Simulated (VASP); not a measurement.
**Co: single point with PBE**

Co:

```
Co
1.0
     0.00000    2.52662    2.52662
     2.52662    0.00000    2.52662
     2.52662    2.52662    0.00000
Co
2
Cartesian
  0.6317 0.6317 0.6317
  4.4216 4.4216 4.4216
```

This cell differs from its parent crystal: volume scaled by 1.08.

```
Program                : VASP 6.6.1
Task                   : single point
Functional             : PBE
Potentials or basis    : VASP PAW PBE potentials, release 64 (Co)
Cutoff                 : 520 eV
k mesh                 : 12 × 12 × 12
Occupations            : fermi-dirac, width 0.1 eV
Spin                   : no spin polarisation
Dipole correction      : no
Further INCAR settings : ALGO = Normal; EDIFF = 1e-06; NBANDS = 16
```

| Property | Result |
| --- | --- |
| Pressure | -8.8 GPa |
| Band gap on the k mesh | zero (band 9 reaches 5.85 eV, above the bottom of band 10 at 5.20 eV) |

Levels at points of the mesh, in eV from the Fermi level:
| k point | band 6 | band 7 | band 8 | band 9 | band 10 | band 11 | band 12 | band 13 |
| --- | --- | --- | --- | --- | --- | --- | --- | --- |
| (0.00, 0.00, 0.00) | -2.57 | -0.92 | -0.92 | -0.92 | 0.25 | 0.25 | 12.52 | 12.52 |
| (0.50, 0.00, 0.00) | -2.55 | -1.30 | -0.52 | -0.52 | 0.08 | 0.08 | 1.33 | 9.16 |
| (0.50, 0.50, 0.00) | -1.87 | -1.17 | -1.17 | 0.23 | 0.23 | 1.73 | 1.73 | 4.73 |

Run time: 30 s on 1 thread of Intel Xeon 6975P-C, on a shared host, peak memory 0.17 GiB.

Caveat: the run has no spin polarisation, though such a crystal can be magnetic. Spin polarisation is off, so any magnetic state and its effect on volume and gap are missing.
